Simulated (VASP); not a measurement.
The system is PbF2.

```
Pb F
1.0
     0.00000    3.00036    3.00036
     3.00036    0.00000    3.00036
     3.00036    3.00036    0.00000
Pb F
1 2
Direct
  0.00000 0.00000 0.00000
  0.25000 0.25000 0.25000
  0.75000 0.75000 0.75000
```

Base run:

| Quantity | Value |
| --- | --- |
| Program | VASP 6.6.1 |
| Functional | r2SCAN |
| Potentials or basis | VASP PAW PBE potentials, release 64 (Pb_d, F) |
| Cutoff | 520 eV |
| k mesh | 10 × 10 × 10 |
| Occupations | gaussian, width 0.05 eV |
| Spin | no spin polarisation |

Its results: band gap on the k mesh 4.95 eV (least direct gap 5.08 eV); pressure -2.9 GPa.

Question: The run is repeated on the same cell with these changes: functional from r2SCAN to PBE. What comes out?

Answer: Band gap on the k mesh 4.43 eV (least direct gap 4.56 eV); pressure -0.2 GPa.

Caveats: spin-orbit coupling is left out, which moves the levels of the heavy elements; the PAW data sets were made with another functional, which shifts forces and pressure a little (at least some runs).

A k mesh can miss the band edges.
